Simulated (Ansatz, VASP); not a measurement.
# InSb3: VASP beside Ansatz

```
Sb In
1.0
     0.00000    3.84449    3.84449
     3.84449    0.00000    3.84449
     3.84449    3.84449    0.00000
Sb In
3 1
Direct
  0.50000 0.50000 0.50000
  0.75000 0.75000 0.75000
  0.25000 0.25000 0.25000
  0.00000 0.00000 0.00000
```

Alike in both runs: task single point; functional PBE; k mesh 6 × 6 × 6; occupations fermi-dirac, width 0.05 eV; no spin polarisation.

```csv
,VASP,Ansatz
version,VASP 6.6.1,Ansatz 0.2.0
potentials or method,"VASP PAW PBE potentials, release 64 (Sb, In_d)",Ansatz PAW
plane-wave cutoff (eV),520,420
valence electrons in the cell,28,58
```

```csv
,VASP,Ansatz,Ansatz less VASP
gap on the k mesh at the Fermi level (eV),none,none,-
pressure (GPa),-2.0,-1.9,+0.09
```

A gap of «none» marks a metal or a gap that the smearing closes. VASP's potentials hold 28 valence electrons a cell and Ansatz's 58, so a difference there can come from the potentials and not from the codes.

Neither program's run includes spin-orbit coupling.
